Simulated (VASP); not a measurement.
# Cd (Pm-3m) in VASP: notebook, part 2 of 2

VASP 6.6.1. The steps go on from the part before.

### Step 3. Relaxation of cell and atoms, r2SCAN

This run uses another cell than the first one, of 23.64 Å³/atom, 0.908 times its volume.

Input file POSCAR:

```
Cd
1.0
    2.8700000000      0.0000000000      0.0000000000
    0.0000000000      2.8700000000      0.0000000000
    0.0000000000      0.0000000000      2.8700000000
Cd
1
Direct
    0.0000000000      0.0000000000      0.0000000000
```

Input file INCAR.step1:

```
SYSTEM = Cd
ALGO     = Normal         ! electronic algorithm
EDIFF    = 1E-4           ! SCF threshold, eV
ENCUT    = 600            ! plane-wave cutoff, eV
GGA      = PE             ! functional
ISMEAR   = 0              ! smearing method
LASPH    = .True.         ! aspherical terms in the spheres
LCHARG   = .False.        ! write CHGCAR
LREAL    = .False.        ! projectors in reciprocal space
LWAVE    = .True.         ! write WAVECAR
NELM     = 80             ! most SCF steps
PREC     = Accurate       ! precision mode
SIGMA    = 0.1            ! smearing width, eV
```

Input file INCAR.step2:

```
SYSTEM = Cd
ALGO     = Normal         ! electronic algorithm
EDIFF    = 1E-7           ! SCF threshold, eV
EDIFFG   = -0.03          ! ionic threshold
ENCUT    = 600            ! plane-wave cutoff, eV
IBRION   = 2              ! ionic algorithm
ISIF     = 3              ! what is computed and relaxed
ISMEAR   = 0              ! smearing method
ISTART   = 1            
LASPH    = .True.         ! aspherical terms in the spheres
LCHARG   = .False.        ! write CHGCAR
LMIXTAU  = .True.       
LREAL    = .False.        ! projectors in reciprocal space
LWAVE    = .False.        ! write WAVECAR
METAGGA  = R2SCAN         ! meta-GGA
NELM     = 80             ! most SCF steps
NSW      = 80             ! ionic steps
PREC     = Accurate       ! precision mode
SIGMA    = 0.1            ! smearing width, eV
```

Input file KPOINTS:

```
k-points
0
Gamma
  6 6 6
  0 0 0
```

Potentials or basis: VASP PAW PBE potentials, release 64 (Cd).

Started as:

```sh
$ cat potpaw_PBE.64/Cd/POTCAR > POTCAR
$ cp INCAR.step1 INCAR
$ mpirun -np 1 vasp_std > vasp.out
$ cp INCAR.step2 INCAR
$ mpirun -np 1 vasp_std > vasp.out
```

OUTCAR:

```text
SYSTEM = Cd
   EDIFF = 1E-7
   EDIFFG = -0.03
   ENCUT = 600
   IBRION = 2
   ISIF = 3
   ISMEAR = 0
   ISTART = 1
   LASPH = .True.
   LREAL = .False.
   METAGGA = R2SCAN
   NELM = 80
   NSW = 80
   PREC = Accurate

 ion  position               nearest neighbor table
   1  0.000  0.000  0.000-

  LATTYP: Found a simple cubic cell.
 ALAT       =     2.8700000000

  Lattice vectors:

 A1 = (   2.8700000000,   0.0000000000,   0.0000000000)
 A2 = (   0.0000000000,   2.8700000000,   0.0000000000)
 A3 = (   0.0000000000,   0.0000000000,   2.8700000000)

Analysis of symmetry for initial positions (statically):
=====================================================================
 Subroutine PRICEL returns:
 Original cell was already a primitive cell.

 Routine SETGRP: Setting up the symmetry group for a
 simple cubic supercell.

 Subroutine GETGRP returns: Found 48 space group operations
 (whereof 48 operations were pure point group operations)
 out of a pool of 48 trial point group operations.

The static configuration has the point symmetry O_h .

Analysis of symmetry for dynamics (positions and initial velocities):
=====================================================================
 Subroutine PRICEL returns:
 Original cell was already a primitive cell.

 Routine SETGRP: Setting up the symmetry group for a
 simple cubic supercell.

 Subroutine GETGRP returns: Found 48 space group operations
 (whereof 48 operations were pure point group operations)
 out of a pool of 48 trial point group operations.

The dynamic configuration has the point symmetry O_h .

 Subroutine INISYM returns: Found 48 space group operations
 (whereof 48 operations are pure point group operations),
 and found     1 'primitive' translations

----------------------------------------------------------------------------------------

                                     Primitive cell

  volume of cell :      23.6399

  direct lattice vectors                    reciprocal lattice vectors
     2.870000000  0.000000000  0.000000000     0.348432056  0.000000000  0.000000000
     0.000000000  2.870000000  0.000000000     0.000000000  0.348432056  0.000000000
     0.000000000  0.000000000  2.870000000     0.000000000  0.000000000  0.348432056

  length of vectors
     2.870000000  2.870000000  2.870000000     0.348432056  0.348432056  0.348432056

  position of ions in fractional coordinates (direct lattice)
     0.000000000  0.000000000  0.000000000

  ion indices of the primitive-cell ions
   primitive index   ion index
                 1           1

----------------------------------------------------------------------------------------

 KPOINTS: k-points

Automatic generation of k-mesh.
 Grid dimensions read from file:
 generate k-points for:    6    6    6

 Generating k-lattice:

  Cartesian coordinates                     Fractional coordinates (reciprocal lattice)
     0.058072009  0.000000000  0.000000000     0.166666667  0.000000000  0.000000000
     0.000000000  0.058072009  0.000000000     0.000000000  0.166666667  0.000000000
     0.000000000  0.000000000  0.058072009     0.000000000  0.000000000  0.166666667

  Length of vectors
     0.058072009  0.058072009  0.058072009

  Shift w.r.t. Gamma in fractional coordinates (k-lattice)
     0.000000000  0.000000000  0.000000000

 Subroutine IBZKPT returns following result:
 ===========================================

 Found     20 irreducible k-points:

 Following reciprocal coordinates:
            Coordinates               Weight
  0.000000  0.000000  0.000000      1.000000
  0.166667  0.000000  0.000000      6.000000
  0.333333  0.000000  0.000000      6.000000
  0.500000  0.000000  0.000000      3.000000
  0.166667  0.166667  0.000000     12.000000
  0.333333  0.166667  0.000000     24.000000
[... 12 lines left out ...]
  0.500000  0.500000  0.333333      6.000000
  0.500000  0.500000  0.500000      1.000000
   k-points           NKPTS =     20   k-points in BZ     NKDIM =     20   number of bands    NBANDS=     10
   number of dos      NEDOS =    301   number of ions     NIONS =      1
   total plane-waves  NPLWV =  13824
   dimension x,y,z NGX =    24 NGY =   24 NGZ =   24
   dimension x,y,z NGXF=    48 NGYF=   48 NGZF=   48
   ions per type =               1
   NGX,Y,Z   is equivalent  to a cutoff of  13.90, 13.90, 13.90 a.u.
   NGXF,Y,Z  is equivalent  to a cutoff of  27.80, 27.80, 27.80 a.u.
 SYSTEM =  Cd
   PREC   = accura    normal or accurate (medium, high low for compatibility)
   ISTART =      1    job   : 0-new  1-cont  2-samecut
   ICHARG =      0    charge: 1-file 2-atom 10-const
   ISPIN  =      1    spin polarized calculation?
   LNONCOLLINEAR =      F non collinear calculations
   LSORBIT =      F    spin-orbit coupling
   LASPH  =      T    aspherical Exc in radial PAW
   ENCUT  =  600.0 eV  44.10 Ry    6.64 a.u.   5.73  5.73  5.73*2*pi/ulx,y,z
   NELM   =     80;   NELMIN=  2; NELMDL=  0     # of ELM steps
   EDIFF  = 0.1E-06   stopping-criterion for ELM
   LREAL  =      F    real-space projection
   EDIFFG = -.3E-01   stopping-criterion for IOM
   NSW    =     80    number of steps for IOM
   IBRION =      2    ionic relax: 0-MD 1-quasi-New 2-CG
   NFREE  =      1    steps in history (QN), initial steepest desc. (CG)
   ISIF   =      3    stress and relaxation
   ISYM   =      2    0-nonsym 1-usesym 2-fastsym
   POTIM  = 0.5000    time-step for ionic-motion
   TEBEG  =    0.0;   TEEND  =   0.0 temperature during run
   PSTRESS=    0.0 pullay stress
   NELECT =      12.0000    total number of electrons
   NUPDOWN=      -1.0000    fix difference up-down
   EMIN   =  10.00;   EMAX   =-10.00  energy-range for DOS
   EFERMI =   0.00;   METHOD = LEGACY
   ISMEAR =     0;   SIGMA  =   0.10  broadening in eV -4-tet -1-fermi 0-gaus
   EFERMI_NEDOS =   21; number of points for ismear=-14 and -15
   IALGO  =     38    algorithm
   IMIX   =      4    mixing-type and parameters
     AMIX     =   0.40;   BMIX     =  1.00
     AMIX_MAG =   1.60;   BMIX_MAG =  1.00
  volume/ion in A,a.u.               =      23.64       159.53
  Fermi-wavevector in a.u.,A,eV,Ry     =   1.305930  2.467851 23.204112  1.705454
  Thomas-Fermi vector in A             =   2.436766
   LORBIT       =      0    0 simple, 1 ext, 2 COOP (PROOUT), +10 PAW based schemes
   METAGGA = R2SCAN    functional components
   LHFCALC =     F    Hartree Fock is set to
   AEXX    =    0.0000 exact exchange contribution
   IVDW    =     0    specifies the selected vdW correction
   LEPSILON=     F    determine dielectric tensor
   LRPA    =     F    only Hartree local field effects (RPA)
 conjugate gradient relaxation of ions
 non-spin polarized calculation
 Gauss-broadening in eV      SIGMA  =   0.10
  energy-cutoff  :      600.00
  volume of cell :       23.64
 maximum number of plane-waves:       840
 NGX is ok and might be reduce to    24
   NGX = 11   NGY = 11   NGZ = 11

--------------------------------------- Ionic step        1  -------------------------------------------

 number of electron      11.9999997 magnetization

 Free energy of the ion-electron system (eV)
  ---------------------------------------------------
  ext. energy  EPLUGINS =         0.00000000
  ---------------------------------------------------
  free energy    TOTEN  =       -19.94218467 eV

  energy without entropy =      -19.94097345  energy(sigma->0) =      -19.94157906

------------------------ aborting loop because EDIFF is reached ----------------------------------------

  FORCE on cell =-STRESS in cart. coord.  units (eV):
  Direction    XX          YY          ZZ          XY          YZ          ZX
  --------------------------------------------------------------------------------------
  -------------------------------------------------------------------------------------
  Total        0.7865770      0.7865770      0.7865770      0.0000000      0.0000000     -0.0000000
  in kB       53.3096883     53.3096883     53.3096883      0.0000000      0.0000000     -0.0000000
  external PRESSURE =      53.3096883 kB  Pullay stress =       0.0000000 kB
[... 55 lines left out ...]
  energy  without entropy=      -19.9782191655  energy(sigma->0) =      -19.97882144

--------------------------------------- Ionic step        3  -------------------------------------------

 number of electron      12.0000009 magnetization

 Free energy of the ion-electron system (eV)
  ---------------------------------------------------
  ext. energy  EPLUGINS =         0.00000000
  ---------------------------------------------------
  free energy    TOTEN  =       -19.97977158 eV

  energy without entropy =      -19.97856704  energy(sigma->0) =      -19.97916931

 E-fermi :   1.5002     XC(G=0): -10.5733

 val. band max:        0.9676856605   @ k =   0.5000   0.3333   0.1667
 cond. band min:       1.5979877487   @ k =   0.5000   0.3333   0.0000
 fundamental gap:      0.6303020882
 Fermi energy:         1.5001952961

 k-point     1 :       0.0000    0.0000    0.0000
  band No.  band energies     occupation
      1      -8.4326      2.00000
      2      -8.4326      2.00000
      3      -7.0070      2.00000
      4      -7.0070      2.00000
      5      -7.0070      2.00000
      6      -6.2821      2.00000
      7      11.8931      0.00000
      8      11.8931      0.00000
      9      11.8931      0.00000
     10      15.4456      0.00000
[... 273 lines left out ...]
  FREE ENERGIE OF THE ION-ELECTRON SYSTEM (eV)
  ---------------------------------------------------
  free  energy   TOTEN  =       -19.9797715832 eV

  energy  without entropy=      -19.9785670440  energy(sigma->0) =      -19.97916931

 reached required accuracy - stopping structural energy minimisation
```

It took 66 s on 1 thread of AMD EPYC 7R43 (Zen 3), shared host; peak memory 0.11 GiB.

What came out:

| Quantity | Value |
| --- | --- |
| Free energy | -19.9798 eV |
| Relaxed volume | 26.15 Å³/atom |
| Relaxed cell | a = 2.968 Å, b = 2.968 Å, c = 2.968 Å, α = 90.00°, β = 90.00°, γ = 90.00° |
| Space group after relaxing (to 0.05 Å) | Pm-3m (No. 221) |
| Energy gained by relaxing | 37.6 meV/atom |
| Ionic steps | 3 |
| Pressure after relaxing | 0.0 GPa |
| Band gap on the k mesh | zero (band 6 reaches 6.28 eV, above the bottom of band 7 at -0.60 eV) |

The path:
```tsv
step	energy change (eV)	largest force (eV/Å)	pressure (GPa)	volume (Å³)
1	0.0000	0.0000	5.33	23.64
2	-0.0372	0.0000	-0.41	26.43
3	-0.0376	0.0000	0.02	26.15
```

Final structure:
```xyz
1
Lattice="2.9681 0.0000 0.0000 0.0000 2.9681 0.0000 0.0000 0.0000 2.9681" Properties=species:S:1:pos:R:3 pbc="T T T"
Cd    0.0000    0.0000    0.0000
```

Caveat: the k points lie up to 0.35 Å⁻¹ apart in the final cell; the PAW data sets were made with another functional, which shifts forces and pressure a little.
